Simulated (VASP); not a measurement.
Write the native input for VASP 6.6.1 that does the following.

* Task: single point
* Functional: PBEsol
* Potentials or basis: VASP PAW PBE potentials, release 64 (Pb_d)
* Cutoff: 520 eV
* k mesh: 16 × 16 × 16
* Occupations: gaussian, width 0.15 eV
* Spin: no spin polarisation
* Dipole correction: no
* Further INCAR settings: ALGO = Normal; EDIFF = 1e-07; NBANDS = 13

The structure of Pb lies in POSCAR:

```
Pb
1.0
    0.0000000000      2.5685920000      2.5685920000
    2.5685920000      0.0000000000      2.5685920000
    2.5685920000      2.5685920000      0.0000000000
Pb
1
Direct
    0.0000000000      0.0000000000      0.0000000000
```

This cell differs from its parent crystal: strain +0.040 along x and y, +0.040 along z.

One way to write it, as run:

INCAR

```
  PREC = Accurate
  ENCUT = 520
  EDIFF = 1E-7
  ISMEAR = 0
  SIGMA = 0.15
  LREAL = F
  LASPH = T
  NELM = 80
  ALGO = Normal
  ISIF = 2
  LWAVE = F
  LCHARG = F
  GGA = PS
  NBANDS = 13
```

KPOINTS

```
regular mesh
0
Gamma
  16 16 16
```

Potentials or basis: VASP PAW PBE potentials, release 64 (Pb_d).

Command:

```console
$ cat potpaw_PBE.64/Pb_d/POTCAR > POTCAR
$ mpirun -np 1 vasp_std > vasp.out
```

It gave:

- Pressure: -4.4 GPa
- Band gap on the k mesh: zero (bands 7 and 8 overlap by 8.02 eV)

Caveat: the cell differs from its parent crystal (strain +0.040 along x and y, +0.040 along z); the cell stands under tension; the PAW data sets were made with another functional, which shifts forces and pressure a little; spin-orbit coupling is left out, which moves the levels of the heavy elements.

It took 24 s on 1 thread of Intel(R) Xeon(R) 6975P-C (Granite Rapids) (shared host), peak memory 0.19 GiB.
